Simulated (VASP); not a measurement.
# Al2O3 (P-6m2) in VASP: further runs, part 2 of 2

VASP 6.6.1. The steps go on from the part before.

**4. Single point, LDA (strain +0.040 along x and y, +0.040 along z)**

INCAR reads:

```
SYSTEM = Al2O3
ALGO = Normal
EDIFF = 1E-6
ENCUT = 520
GGA = CA
ISIF = 2
ISMEAR = 0
LASPH = .True.
LCHARG = .True.
LELF = .True.
LREAL = .False.
LVHAR = .True.
LWAVE = .False.
NBANDS = 20
NELM = 80
PREC = Accurate
SIGMA = 0.05
```

KPOINTS reads:

```
k-points
0
Gamma
  9 9 4
  0 0 0
```

POSCAR reads:

```
Al2O3
1.0
    2.9996979462      0.0000000000      0.0000000000
   -1.4998489731      2.5978146251      0.0000000000
    0.0000000000      0.0000000000      9.7102246384
Al O
2 3
Direct
    0.0000000000      0.0000000000      0.1499923300
    0.0000000000      0.0000000000      0.8500076700
    0.3333333333      0.6666666667      0.2223169200
    0.6666666667      0.3333333333      0.0000000000
    0.3333333333      0.6666666667      0.7776830800
```

Potentials or basis: VASP PAW LDA potentials, release 64 (Al, O).

Launch:

```bash
cat potpaw_LDA.64/Al/POTCAR potpaw_LDA.64/O/POTCAR > POTCAR
mpirun -np 1 vasp_std > vasp.out
```

OUTCAR:

```text
SYSTEM = Al2O3
   EDIFF = 1E-6
   ENCUT = 520
   GGA = CA
   ISIF = 2
   ISMEAR = 0
   LASPH = .True.
   LREAL = .False.
   NELM = 80
   PREC = Accurate

 ion  position               nearest neighbor table
   1  0.000  0.000  0.150-   3 1.87   3 1.87   3 1.87   4 2.26   4 2.26   4 2.26   2 2.91
   2  0.000  0.000  0.850-   5 1.87   5 1.87   5 1.87   4 2.26   4 2.26   4 2.26   1 2.91
   3  0.333  0.667  0.222-   1 1.87   1 1.87   1 1.87
   4  0.667  0.333  0.000-   1 2.26   2 2.26   1 2.26   2 2.26   1 2.26   2 2.26
   5  0.333  0.667  0.778-   2 1.87   2 1.87   2 1.87

  LATTYP: Found a hexagonal cell.
 ALAT       =     2.9996979462
 C/A-ratio  =     3.2370674690

  Lattice vectors:

 A1 = (   2.9996979462,   0.0000000000,   0.0000000000)
 A2 = (  -1.4998489731,   2.5978146251,   0.0000000000)
 A3 = (   0.0000000000,   0.0000000000,   9.7102246384)

Analysis of symmetry for initial positions (statically):
=====================================================================
 Subroutine PRICEL returns:
 Original cell was already a primitive cell.

 Routine SETGRP: Setting up the symmetry group for a
 hexagonal supercell.

 Subroutine GETGRP returns: Found 12 space group operations
 (whereof 12 operations were pure point group operations)
 out of a pool of 24 trial point group operations.

The static configuration has the point symmetry D_3h.

Analysis of symmetry for dynamics (positions and initial velocities):
=====================================================================
 Subroutine PRICEL returns:
 Original cell was already a primitive cell.

 Routine SETGRP: Setting up the symmetry group for a
 hexagonal supercell.

 Subroutine GETGRP returns: Found 12 space group operations
 (whereof 12 operations were pure point group operations)
 out of a pool of 24 trial point group operations.

The dynamic configuration has the point symmetry D_3h.

 Subroutine INISYM returns: Found 12 space group operations
 (whereof 12 operations are pure point group operations),
 and found     1 'primitive' translations

----------------------------------------------------------------------------------------

                                     Primitive cell

  volume of cell :      75.6685

  direct lattice vectors                    reciprocal lattice vectors
     2.999697946  0.000000000  0.000000000     0.333366898  0.192469468  0.000000000
    -1.499848973  2.597814625  0.000000000     0.000000000  0.384938937  0.000000000
     0.000000000  0.000000000  9.710224638     0.000000000  0.000000000  0.102984229

  length of vectors
     2.999697946  2.999697946  9.710224638     0.384938937  0.384938937  0.102984229

  position of ions in fractional coordinates (direct lattice)
     0.000000000  0.000000000  0.149992330
     0.000000000  0.000000000  0.850007670
     0.333333333  0.666666667  0.222316920
     0.666666667  0.333333333  0.000000000
     0.333333333  0.666666667  0.777683080

  ion indices of the primitive-cell ions
   primitive index   ion index
                 1           1
                 2           2
                 3           3
                 4           4
[... 25 lines left out ...]

 Found     36 irreducible k-points:

 Following reciprocal coordinates:
            Coordinates               Weight
  0.000000  0.000000  0.000000      1.000000
  0.111111  0.000000  0.000000      6.000000
  0.222222  0.000000  0.000000      6.000000
  0.333333  0.000000  0.000000      6.000000
  0.444444  0.000000  0.000000      6.000000
  0.111111  0.111111  0.000000      6.000000
[... 16 lines left out ...]
  0.333333  0.222222  0.250000     24.000000
  0.333333  0.333333  0.250000      4.000000
 [... further k-points ...]
   k-points           NKPTS =     36   k-points in BZ     NKDIM =     36   number of bands    NBANDS=     20
   number of dos      NEDOS =    301   number of ions     NIONS =      5
   total plane-waves  NPLWV =  41472
   dimension x,y,z NGX =    24 NGY =   24 NGZ =   72
   dimension x,y,z NGXF=    48 NGYF=   48 NGZF=  144
   ions per type =               2   3
   NGX,Y,Z   is equivalent  to a cutoff of  13.30, 13.30, 12.33 a.u.
   NGXF,Y,Z  is equivalent  to a cutoff of  26.60, 26.60, 24.65 a.u.
 SYSTEM =  Al2O3
   PREC   = accura    normal or accurate (medium, high low for compatibility)
   ISTART =      0    job   : 0-new  1-cont  2-samecut
   ICHARG =      2    charge: 1-file 2-atom 10-const
   ISPIN  =      1    spin polarized calculation?
   LNONCOLLINEAR =      F non collinear calculations
   LSORBIT =      F    spin-orbit coupling
   LASPH  =      T    aspherical Exc in radial PAW
   ENCUT  =  520.0 eV  38.22 Ry    6.18 a.u.   5.58  5.58 18.05*2*pi/ulx,y,z
   NELM   =     80;   NELMIN=  2; NELMDL= -5     # of ELM steps
   EDIFF  = 0.1E-05   stopping-criterion for ELM
   LREAL  =      F    real-space projection
   EDIFFG = 0.1E-04   stopping-criterion for IOM
   NSW    =      0    number of steps for IOM
   IBRION =     -1    ionic relax: 0-MD 1-quasi-New 2-CG
   NFREE  =      0    steps in history (QN), initial steepest desc. (CG)
   ISIF   =      2    stress and relaxation
   ISYM   =      2    0-nonsym 1-usesym 2-fastsym
   POTIM  = 0.5000    time-step for ionic-motion
   TEBEG  =    0.0;   TEEND  =   0.0 temperature during run
   PSTRESS=    0.0 pullay stress
   NELECT =      24.0000    total number of electrons
   NUPDOWN=      -1.0000    fix difference up-down
   EMIN   =  10.00;   EMAX   =-10.00  energy-range for DOS
   EFERMI =   0.00;   METHOD = LEGACY
   ISMEAR =     0;   SIGMA  =   0.05  broadening in eV -4-tet -1-fermi 0-gaus
   EFERMI_NEDOS =   21; number of points for ismear=-14 and -15
   IALGO  =     38    algorithm
   IMIX   =      4    mixing-type and parameters
     AMIX     =   0.40;   BMIX     =  1.00
     AMIX_MAG =   1.60;   BMIX_MAG =  1.00
  volume/ion in A,a.u.               =      15.13       102.13
  Fermi-wavevector in a.u.,A,eV,Ry     =   1.116453  2.109789 16.959203  1.246466
  Thomas-Fermi vector in A             =   2.253067
   LORBIT       =      0    0 simple, 1 ext, 2 COOP (PROOUT), +10 PAW based schemes
   GGA     = CA    functional components
   LHFCALC =     F    Hartree Fock is set to
   AEXX    =    0.0000 exact exchange contribution
   IVDW    =     0    specifies the selected vdW correction
   LEPSILON=     F    determine dielectric tensor
   LRPA    =     F    only Hartree local field effects (RPA)
 non-spin polarized calculation
 Gauss-broadening in eV      SIGMA  =   0.05
  energy-cutoff  :      520.00
  volume of cell :       75.67
 maximum number of plane-waves:      2077
 NGX is ok and might be reduce to    24
   NGX = 11   NGY = 11   NGZ = 37

 number of electron      24.0000003 magnetization

 Free energy of the ion-electron system (eV)
  ---------------------------------------------------
  ext. energy  EPLUGINS =         0.00000000
  ---------------------------------------------------
  free energy    TOTEN  =       -39.41667509 eV

  energy without entropy =      -39.41667509  energy(sigma->0) =      -39.41667509

 E-fermi :   0.1446     XC(G=0):  -8.4455

 val. band max:       -0.1567045971   @ k =   0.1111   0.1111   0.0000
 cond. band min:       3.6019576598   @ k =   0.0000   0.0000   0.0000
 fundamental gap:      3.7586622569
 Fermi energy:         0.1446295004

 k-point     1 :       0.0000    0.0000    0.0000
  band No.  band energies     occupation
      1     -17.8614      2.00000
      2     -17.1148      2.00000
      3     -15.9988      2.00000
      4      -4.7030      2.00000
      5      -2.1777      2.00000
      6      -1.5395      2.00000
[... 541 lines left out ...]
     19      11.5223      0.00000
     20      11.8465      0.00000

 [... further k-points ...]

------------------------ aborting loop because EDIFF is reached ----------------------------------------

  FORCE on cell =-STRESS in cart. coord.  units (eV):
  Direction    XX          YY          ZZ          XY          YZ          ZX
  --------------------------------------------------------------------------------------
  -------------------------------------------------------------------------------------
  Total      -10.0116373    -10.0116373     -6.0355335      0.0000000      0.0000000      0.0000000
  in kB     -211.9828505   -211.9828505   -127.7942424      0.0000000      0.0000000      0.0000000
  external PRESSURE =    -183.9199811 kB  Pullay stress =       0.0000000 kB

 VOLUME and BASIS-vectors are now :
 -----------------------------------------------------------------------------
  energy-cutoff  :      520.00
  volume of cell :       75.67
      direct lattice vectors                 reciprocal lattice vectors
     2.999697946  0.000000000  0.000000000     0.333366898  0.192469468  0.000000000
    -1.499848973  2.597814625  0.000000000     0.000000000  0.384938937  0.000000000
     0.000000000  0.000000000  9.710224638     0.000000000  0.000000000  0.102984229

 POSITION                                       TOTAL-FORCE (eV/Angst)
 -----------------------------------------------------------------------------------
      0.00000      0.00000      1.45646         0.000000     -0.000000      0.311195
      0.00000      0.00000      8.25377         0.000000      0.000000     -0.311195
     -0.00000      1.73188      2.15875        -0.000000      0.000000     -1.592307
      1.49985      0.86594      0.00000        -0.000000      0.000000      0.000000
     -0.00000      1.73188      7.55148        -0.000000      0.000000      1.592307
 -----------------------------------------------------------------------------------
    total drift:                                0.000000     -0.000000      0.000000

  FREE ENERGIE OF THE ION-ELECTRON SYSTEM (eV)
  ---------------------------------------------------
  free  energy   TOTEN  =       -39.4166750920 eV

  energy  without entropy=      -39.4166750920  energy(sigma->0) =      -39.41667509
```

OSZICAR:

```text
N       E                     dE             d eps       ncg     rms          rms(c)
DAV:   1     0.115224856971E+03    0.11522E+03   -0.11924E+04  1440   0.106E+03
DAV:   2    -0.346237158281E+02   -0.14985E+03   -0.14576E+03  1792   0.239E+02
DAV:   3    -0.437619941799E+02   -0.91383E+01   -0.90999E+01  1864   0.619E+01
DAV:   4    -0.438583950767E+02   -0.96401E-01   -0.96358E-01  1848   0.706E+00
DAV:   5    -0.438596181972E+02   -0.12231E-02   -0.12230E-02  1840   0.760E-01    0.121E+01
DAV:   6    -0.395960447287E+02    0.42636E+01   -0.14924E+01  1520   0.262E+01    0.475E+00
DAV:   7    -0.394988276820E+02    0.97217E-01   -0.40006E-01  1668   0.459E+00    0.245E+00
DAV:   8    -0.394289965943E+02    0.69831E-01   -0.64588E-02  1844   0.218E+00    0.847E-01
DAV:   9    -0.394155223070E+02    0.13474E-01   -0.13633E-02  1900   0.106E+00    0.183E-01
DAV:  10    -0.394154644332E+02    0.57874E-04   -0.25780E-03  1800   0.347E-01    0.138E-01
DAV:  11    -0.394162456082E+02   -0.78117E-03   -0.27637E-03  1696   0.460E-01    0.825E-02
DAV:  12    -0.394164464068E+02   -0.20080E-03   -0.46574E-04  1668   0.153E-01    0.517E-02
DAV:  13    -0.394166671821E+02   -0.22078E-03   -0.31495E-04  1656   0.107E-01    0.220E-02
DAV:  14    -0.394166747151E+02   -0.75330E-05   -0.14336E-05  1884   0.296E-02    0.731E-03
DAV:  15    -0.394166750920E+02   -0.37691E-06   -0.32016E-06  1748   0.131E-02
   1 F= -.39416675E+02 E0= -.39416675E+02  d E =-.114406E-18
```

Wall time 80 s (1 thread of AMD EPYC 7R13, shared host); peak memory 0.15 GiB.

Results:

* Free energy: -39.4167 eV
* Pressure: -18.4 GPa
* Largest force: 1.592 eV/Å
* Band gap on the k mesh: 3.76 eV (least direct gap 3.96 eV)

Forces in eV/Å, atoms in the order of the input:
```
Al   0.000  0.000  0.311
Al   0.000  0.000 -0.311
O    0.000  0.000 -1.592
O    0.000  0.000  0.000
O    0.000  0.000  1.592
```

Caveat: the cell differs from its parent crystal (strain +0.040 along x and y, +0.040 along z); the cell stands under tension; an odd mesh through Γ misses points on the zone boundary, where band edges can lie; forces of over 1 eV/Å act on the atoms, so gaps and moduli don't describe the material at rest.

**5. Single point, LDA (strain +0.080 along x and y, +0.000 along z)**

INCAR reads:

```
  PREC = Accurate
  ENCUT = 520
  EDIFF = 1E-6
  ISMEAR = 0
  SIGMA = 0.05
  LREAL = F
  LASPH = T
  NELM = 80
  ALGO = Normal
  ISIF = 2
  LWAVE = F
  LCHARG = T
  LELF = T
  LVHAR = T
  NBANDS = 20
```

KPOINTS reads:

```
regular mesh
0
Gamma
  9 9 4
```

Edit POSCAR of step 4 so:

```diff
@@ -2,5 +2,5 @@
 1.0
-    2.9996979462      0.0000000000      0.0000000000
-   -1.4998489731      2.5978146251      0.0000000000
-    0.0000000000      0.0000000000      9.7102246384
+    3.1150709442      0.0000000000      0.0000000000
+   -1.5575354721      2.6977305722      0.0000000000
+    0.0000000000      0.0000000000      9.3367544600
 Al O
```

Launch:

```bash
cat potpaw_LDA.64/Al/POTCAR potpaw_LDA.64/O/POTCAR > POTCAR
mpirun -np 1 vasp_std > vasp.out
```

Run time: 77 s. Hardware: 1 thread of AMD EPYC 7R13, shared host; peak memory 0.15 GiB.

It converged, with:

```yaml
Free_energy: -38.6586 eV
Pressure: -22.9 GPa
Largest_force: 1.589 eV/Å
Band_gap_on_the_k_mesh: 2.85 eV (least direct gap 3.03 eV)
```

Forces on the atoms (eV/Å):
```
Al   0.000  0.000  1.082
Al   0.000  0.000 -1.082
O    0.000  0.000 -1.589
O    0.000  0.000  0.000
O    0.000  0.000  1.589
```

Stress tensor (GPa, compression positive):
```
-30.60   0.00   0.00
  0.00 -30.60   0.00
  0.00   0.00  -7.44
```

Levels at points of the mesh, in eV from the valence-band top:
| k point | band 10 | band 11 | band 12 | band 13 | band 14 | band 15 |
| --- | --- | --- | --- | --- | --- | --- |
| (0.00, 0.00, 0.00) | -0.92 | -0.92 | -0.18 | 2.85 | 5.70 | 5.93 |
| (0.00, 0.00, 0.50) | -0.92 | -0.92 | -0.23 | 2.94 | 5.40 | 6.14 |

Caveat: the cell differs from its parent crystal (strain +0.080 along x and y, +0.000 along z); the cell stands under tension; an odd mesh through Γ misses points on the zone boundary, where band edges can lie; forces of over 1 eV/Å act on the atoms, so gaps and moduli don't describe the material at rest.

**6. Single point, LDA (strain +0.040 along x and y, +0.080 along z)**

INCAR reads:

```
PREC     = Accurate       # precision mode
ENCUT    = 520            # plane-wave cutoff, eV
EDIFF    = 1E-7           # SCF threshold, eV
ISMEAR   = 0              # smearing method
SIGMA    = 0.05           # smearing width, eV
LREAL    = False          # projectors in reciprocal space
LASPH    = True           # aspherical terms in the spheres
NELM     = 100            # most SCF steps
ALGO     = Normal         # electronic algorithm
ISIF     = 2              # what is computed and relaxed
LWAVE    = False          # write WAVECAR
LCHARG   = False          # write CHGCAR
NBANDS   = 20             # bands
```

KPOINTS reads:

```
Automatic mesh
0
Gamma
  9 9 4
```

Edit POSCAR of step 5 so:

```diff
@@ -2,5 +2,5 @@
 1.0
-    3.1150709442      0.0000000000      0.0000000000
-   -1.5575354721      2.6977305722      0.0000000000
-    0.0000000000      0.0000000000      9.3367544600
+    2.9996979462      0.0000000000      0.0000000000
+   -1.4998489731      2.5978146251      0.0000000000
+    0.0000000000      0.0000000000     10.0836948168
 Al O
```

Potentials or basis: VASP PAW LDA potentials, release 64 (Al, O).

Launch:

```bash
cat potpaw_LDA.64/Al/POTCAR potpaw_LDA.64/O/POTCAR > POTCAR
mpirun -np 1 vasp_std > vasp.out
```

Wall time 80 s (1 thread of AMD EPYC 7R13, shared host); peak memory 0.16 GiB.

The run converged. Its results:

| Property | Result |
| --- | --- |
| Free energy | -39.1381 eV |
| Pressure | -19.8 GPa |
| Largest force | 1.986 eV/Å |
| Band gap on the k mesh | 3.74 eV (least direct gap 3.80 eV) |

Forces on the atoms (eV/Å):
```
Al   0.000  0.000  0.044
Al   0.000  0.000 -0.044
O    0.000  0.000 -1.986
O    0.000  0.000  0.000
O    0.000  0.000  1.986
```

Stress tensor (GPa, compression positive):
```
-20.76   0.00   0.00
  0.00 -20.76   0.00
  0.00   0.00 -18.02
```

Levels at points of the mesh, in eV from the valence-band top:
| k point | band 9 | band 10 | band 11 | band 12 | band 13 | band 14 | band 15 | band 16 |
| --- | --- | --- | --- | --- | --- | --- | --- | --- |
| (0.00, 0.00, 0.00) | -1.16 | -0.19 | -0.06 | -0.06 | 3.74 | 6.31 | 6.93 | 8.72 |
| (0.00, 0.00, 0.50) | -1.16 | -0.21 | -0.06 | -0.06 | 3.80 | 6.07 | 7.13 | 8.74 |

Caveat: the cell differs from its parent crystal (strain +0.040 along x and y, +0.080 along z); the cell stands under tension; an odd mesh through Γ misses points on the zone boundary, where band edges can lie; forces of over 1 eV/Å act on the atoms, so gaps and moduli don't describe the material at rest.

**7. The runs side by side**

| cell | gap on the mesh (eV) | pressure (GPa) | largest force (eV/Å) |
| --- | --- | --- | --- |
| a = 3.000, b = 3.000, c = 9.337 Å, angles 90.0, 90.0, 120.0°, 5 atoms | 3.73 | -16.5 | 1.17 |
| a = 3.115, b = 3.115, c = 8.963 Å, angles 90.0, 90.0, 120.0°, 5 atoms | 2.74 | -21.3 | 1.55 |
| a = 3.000, b = 3.000, c = 9.710 Å, angles 90.0, 90.0, 120.0°, 5 atoms | 3.76 | -18.4 | 1.59 |
| a = 3.115, b = 3.115, c = 9.337 Å, angles 90.0, 90.0, 120.0°, 5 atoms | 2.85 | -22.9 | 1.59 |
| a = 3.000, b = 3.000, c = 10.084 Å, angles 90.0, 90.0, 120.0°, 5 atoms | 3.74 | -19.8 | 1.99 |

Alike in all rows: task single point; level LDA; potentials or basis VASP PAW LDA potentials, release 64 (Al, O); no spin polarisation; k mesh 9 × 9 × 4; cutoff (eV) 520; smearing gaussian 0.05 eV.

Caveats: the cell stands under tension; an odd mesh through Γ misses points on the zone boundary, where band edges can lie; forces of over 1 eV/Å act on the atoms, so gaps and moduli don't describe the material at rest.

Total energies depend on the potentials used, so only differences within one code and one set of settings carry meaning.
